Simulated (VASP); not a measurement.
# KPrBr4 (P4/mmm) in VASP: vibrations by perturbation theory with PBE

Aim: the vibrations by perturbation theory of KPrBr4 with PBE.

Everything below comes from runs of VASP 6.6.1. Logs are shortened: lines on timing, memory, paths and dates and some standing lists are left out, and cuts for length are marked.

## Step 1: The cell of the first run

The structure is tetragonal, space group P4/mmm (No. 123). Conventional cell: a = 5.149 Å, b = 5.149 Å, c = 7.889 Å, α = 90.00°, β = 90.00°, γ = 90.00°. K (site symmetry 4/mmm) has 8 Br at 3.38 Å within 4.4 Å. Pr (site symmetry 4/mmm) has 8 Br at 3.11 Å within 4.1 Å. Within 4.1 Å of Br (site symmetry 2mm) lie 2 Pr at 3.11 Å and 2 K at 3.38 Å and 5 Br at 3.50 to 3.64 Å.

## Step 2: Vibrations by perturbation theory, PBE

Contents of INCAR:

```
PREC = Accurate
ENCUT = 500
EDIFF = 1E-8
ISMEAR = 0
SIGMA = 0.01
LREAL = F
LASPH = T
NELM = 200
ALGO = Normal
ISIF = 2
LWAVE = F
LCHARG = F
GGA = PE
NBANDS = 33
IBRION = 8
NSW = 1
LEPSILON = T
GGA_COMPAT = F
LMAXMIX = 6
KPAR = 4
```

Contents of KPOINTS:

```
regular mesh
0
Gamma
  6 6 4
```

Contents of POSCAR:

```
KPrBr4
1.0
    5.1492955084      0.0000000000      0.0000000000
    0.0000000000      5.1492955084      0.0000000000
    0.0000000000      0.0000000000      7.8887194943
K Pr Br
1 1 4
Direct
    0.5000000000      0.5000000000      0.5000000000
    0.0000000000      0.0000000000      0.0000000000
    0.5000000000      0.0000000000      0.7784038853
    0.0000000000      0.5000000000      0.2215961147
    0.5000000000      0.0000000000      0.2215961147
    0.0000000000      0.5000000000      0.7784038853
```

Potentials or basis: VASP PAW PBE potentials, release 64 (K_sv, Pr_3, Br), 4f in core.

The run is started by

```sh
$ cat potpaw_PBE.64/K_sv/POTCAR potpaw_PBE.64/Pr_3/POTCAR potpaw_PBE.64/Br/POTCAR > POTCAR
$ mpirun -np 4 vasp_std > vasp.out
```

OUTCAR:

```text
PREC = Accurate
   ENCUT = 500
   EDIFF = 1E-8
   ISMEAR = 0
   LREAL = F
   LASPH = T
   NELM = 200
   ISIF = 2
   GGA = PE
   IBRION = 8
   NSW = 1
   LEPSILON = T

 ion  position               nearest neighbor table
   1  0.500  0.500  0.500-
   2  0.000  0.000  0.000-   3 3.11   4 3.11   5 3.11   6 3.11   4 3.11   6 3.11   3 3.11   5 3.11

   3  0.500  0.000  0.778-   2 3.11   2 3.11
   4  0.000  0.500  0.222-   2 3.11   2 3.11
   5  0.500  0.000  0.222-   2 3.11   2 3.11
   6  0.000  0.500  0.778-   2 3.11   2 3.11

  LATTYP: Found a simple tetragonal cell.
 ALAT       =     5.1492955084
 C/A-ratio  =     1.5319997622

  Lattice vectors:

 A1 = (   5.1492955084,   0.0000000000,   0.0000000000)
 A2 = (   0.0000000000,   5.1492955084,   0.0000000000)
 A3 = (   0.0000000000,   0.0000000000,   7.8887194943)

Analysis of symmetry for initial positions (statically):
=====================================================================
 Subroutine PRICEL returns:
 Original cell was already a primitive cell.

 Routine SETGRP: Setting up the symmetry group for a
[... 1200 lines left out ...]
  1Y    -0.000000   -1.125572    0.000000   -0.000000   -0.083846    0.000000   -0.000000    0.566084    0.000000   -0.000000    0.038625    0.000000   -0.000000    0.566084    0.000000    0.000000    0.038625    0.000000
  1Z     0.000000   -0.000000   -1.689901    0.000000    0.000000    1.312132   -0.000000   -0.000000    0.094442   -0.000000    0.000000    0.094442   -0.000000   -0.000000    0.094442   -0.000000    0.000000    0.094442
  2X    -0.084590   -0.000000    0.000000   -1.131715   -0.000000    0.000000    0.549663    0.000000    0.000000    0.058489   -0.000000    0.000000    0.549663    0.000000    0.000000    0.058489   -0.000000    0.000000
  2Y     0.000000   -0.084590    0.000000    0.000000   -1.131715    0.000000    0.000000    0.058489    0.000000   -0.000000    0.549663    0.000000    0.000000    0.058489    0.000000   -0.000000    0.549663    0.000000
  2Z     0.000000   -0.000000    1.301398    0.000000   -0.000000   -7.384285    0.000000    0.000000    1.520722   -0.000000   -0.000000    1.520722    0.000000    0.000000    1.520722   -0.000000   -0.000000    1.520722
  3X     0.040278    0.000000    0.000000    0.554082    0.000000    0.000000   -2.521739    0.000000    0.000000    0.034432    0.000000    0.000000    0.382537    0.000000    0.000000    1.510409    0.000000    0.000000
  3Y     0.000000    0.568126    0.000000    0.000000    0.060211    0.000000    0.000000   -1.981526    0.000000    0.000000    0.037216    0.000000    0.000000   -0.192457    0.000000    0.000000    1.508430    0.000000
  3Z     0.000000    0.000000    0.099870    0.000000    0.000000    1.519722    0.000000    0.000000   -2.764550    0.000000    0.000000    0.054313    0.000000    0.000000    1.747683    0.000000    0.000000   -0.657037
  4X     0.568126    0.000000    0.000000    0.060211    0.000000    0.000000    0.037216    0.000000   -0.000000   -1.981526    0.000000    0.000000    1.508430    0.000000   -0.000000   -0.192457    0.000000   -0.000000
  4Y     0.000000    0.040278    0.000000    0.000000    0.554082    0.000000    0.000000    0.034432   -0.000000    0.000000   -2.521739   -0.000000    0.000000    1.510409   -0.000000    0.000000    0.382537   -0.000000
  4Z     0.000000    0.000000    0.099870    0.000000    0.000000    1.519722    0.000000    0.000000    0.054313    0.000000    0.000000   -2.764550    0.000000    0.000000   -0.657037    0.000000    0.000000    1.747683
  5X     0.040278    0.000000    0.000000    0.554082    0.000000    0.000000    0.382537    0.000000    0.000000    1.510409    0.000000    0.000000   -2.521739    0.000000    0.000000    0.034432    0.000000    0.000000
  5Y     0.000000    0.568126    0.000000    0.000000    0.060211    0.000000    0.000000   -0.192457    0.000000    0.000000    1.508430    0.000000    0.000000   -1.981526    0.000000    0.000000    0.037216    0.000000
  5Z     0.000000    0.000000    0.099870    0.000000    0.000000    1.519722    0.000000    0.000000    1.747683    0.000000    0.000000   -0.657037    0.000000    0.000000   -2.764550    0.000000    0.000000    0.054313
  6X     0.568126    0.000000    0.000000    0.060211    0.000000    0.000000    1.508430    0.000000   -0.000000   -0.192457    0.000000   -0.000000    0.037216    0.000000   -0.000000   -1.981526    0.000000    0.000000
  6Y     0.000000    0.040278    0.000000    0.000000    0.554082    0.000000    0.000000    1.510409   -0.000000    0.000000    0.382537   -0.000000    0.000000    0.034432   -0.000000    0.000000   -2.521739   -0.000000
  6Z     0.000000    0.000000    0.099870    0.000000    0.000000    1.519722    0.000000    0.000000   -0.657037    0.000000    0.000000    1.747683    0.000000    0.000000    0.054313    0.000000    0.000000   -2.764550

 Eigenvectors and eigenvalues of the dynamical matrix
 ----------------------------------------------------

   1 f  =    4.287167 THz    26.937063 2PiTHz  143.004490 cm-1    17.730289 meV
             X         Y         Z           dx          dy          dz
      2.574648  2.574648  3.944360    -0.000000    0.000000   -0.407684
      0.000000  0.000000  0.000000    -0.000000   -0.000000    0.819931
      2.574648  0.000000  6.140610     0.000000   -0.000000   -0.200940
      0.000000  2.574648  1.748110     0.000000   -0.000000   -0.200940
      2.574648  0.000000  1.748110     0.000000   -0.000000   -0.200940
      0.000000  2.574648  6.140610     0.000000    0.000000   -0.200940
[... 145 lines left out ...]
  18 f/i=    0.004685 THz     0.029434 2PiTHz    0.156263 cm-1     0.019374 meV
             X         Y         Z           dx          dy          dz
      2.574648  2.574648  3.944360    -0.162245   -0.228081    0.000000
      0.000000  0.000000  0.000000    -0.309034   -0.434433    0.000000
      2.574648  0.000000  6.140610    -0.231432   -0.325235    0.000000
      0.000000  2.574648  1.748110    -0.231356   -0.325341    0.000000
      2.574648  0.000000  1.748110    -0.231432   -0.325235    0.000000
      0.000000  2.574648  6.140610    -0.231356   -0.325341    0.000000

--------------------------------------------------------------------------------------------------------

 MACROSCOPIC STATIC DIELECTRIC TENSOR IONIC CONTRIBUTION
 ------------------------------------------------------
          17.474029     0.000000    -0.000000
           0.000000    17.474029    -0.000000
          -0.000000    -0.000000     3.633216
 ------------------------------------------------------

 ELASTIC MODULI CONTR FROM IONIC RELAXATION (kBar)
 Direction    XX          YY          ZZ          XY          YZ          ZX
 --------------------------------------------------------------------------------
 XX         -48.6450     25.8642    -53.0903      0.0000     -0.0000     -0.0000
 YY          25.8642    -48.6450    -53.0903      0.0000     -0.0000      0.0000
 ZZ         -53.0903    -53.0903   -247.4513      0.0000     -0.0000      0.0000
 XY           0.0000      0.0000      0.0000      0.0000      0.0000      0.0000
 YZ          -0.0000     -0.0000     -0.0000      0.0000    -36.4147      0.0000
 ZX          -0.0000      0.0000      0.0000      0.0000      0.0000    -34.4316
 --------------------------------------------------------------------------------

 PIEZOELECTRIC TENSOR IONIC CONTR  for field in x, y, z        (C/m^2)
          XX          YY          ZZ          XY          YZ          ZX
  --------------------------------------------------------------------------------
  x     0.00000    -0.00000    -0.00000     0.00000    -0.00000     0.00000
  y    -0.00000    -0.00000    -0.00000     0.00000     0.00000     0.00000
  z    -0.00000    -0.00000     0.00000     0.00000     0.00000    -0.00000
```

OSZICAR:

```text
N       E                     dE             d eps       ncg     rms          rms(c)
DAV:   1     0.353252408359E+03    0.35325E+03   -0.20338E+04  1980   0.122E+03
DAV:   2     0.509676196960E+01   -0.34816E+03   -0.33465E+03  2589   0.276E+02
DAV:   3    -0.232047441225E+02   -0.28302E+02   -0.28081E+02  3000   0.740E+01
DAV:   4    -0.238738488476E+02   -0.66910E+00   -0.66697E+00  2853   0.116E+01
[... 394 lines left out ...]
RMM:  14    -0.155674517418E+00   -0.10979E-07   -0.40251E-07  8547   0.157E-04    0.672E-06
RMM:  15    -0.155674523581E+00   -0.61629E-08    0.49714E-07  8404   0.138E-04    0.241E-06
RMM:  16    -0.155674519816E+00    0.37651E-08   -0.12064E-07  8432   0.127E-04    0.393E-06
RMM:  17    -0.155674518973E+00    0.84298E-09    0.60990E-08  8158   0.120E-04    0.284E-06
 Linear response finished
```

Run time: 26 min. Hardware: 4 MPI ranks of Intel Xeon 6975P-C (Granite Rapids), shared host; peak memory 1.1 GiB.

What came out:

* Electronic dielectric tensor (diagonal): 3.76, 3.76, 3.13
* Born charges (mean of the diagonal): K +1.29; Pr +4.04; Br -1.33 e
* Highest phonon frequency at Γ, LO-TO splitting left out: 143 cm⁻¹

Phonon frequencies in cm⁻¹ (negative: imaginary):
| q point | frequencies |
| --- | --- |
| (0.000, 0.000, 0.000) | 0 0 0 38 50 50 51 51 91 91 105 114 116 116 118 118 133 143 |

Electronic dielectric tensor:
```
3.76 0.00 0.00
0.00 3.76 0.00
0.00 0.00 3.13
```

Born effective charge tensors (e):
atom 1, K
```
1.08 0.00 0.00
0.00 1.08 0.00
0.00 0.00 1.71
```
atom 2, Pr
```
4.73 0.00 0.00
0.00 4.73 0.00
0.00 0.00 2.66
```
atom 3, Br
```
-2.13  0.00  0.00
 0.00 -0.77  0.00
 0.00  0.00 -1.09
```
atom 4, Br
```
-0.77  0.00  0.00
 0.00 -2.13  0.00
 0.00  0.00 -1.09
```
atom 5, Br
```
-2.13  0.00  0.00
 0.00 -0.77  0.00
 0.00  0.00 -1.09
```
atom 6, Br
```
-0.77  0.00  0.00
 0.00 -2.13  0.00
 0.00  0.00 -1.09
```

Caveat: spin-orbit coupling is left out, which moves the levels of the heavy elements; the 4f electrons are frozen in the core, so they carry no moment and show no levels; the run has no spin polarisation, though such a crystal can be magnetic.
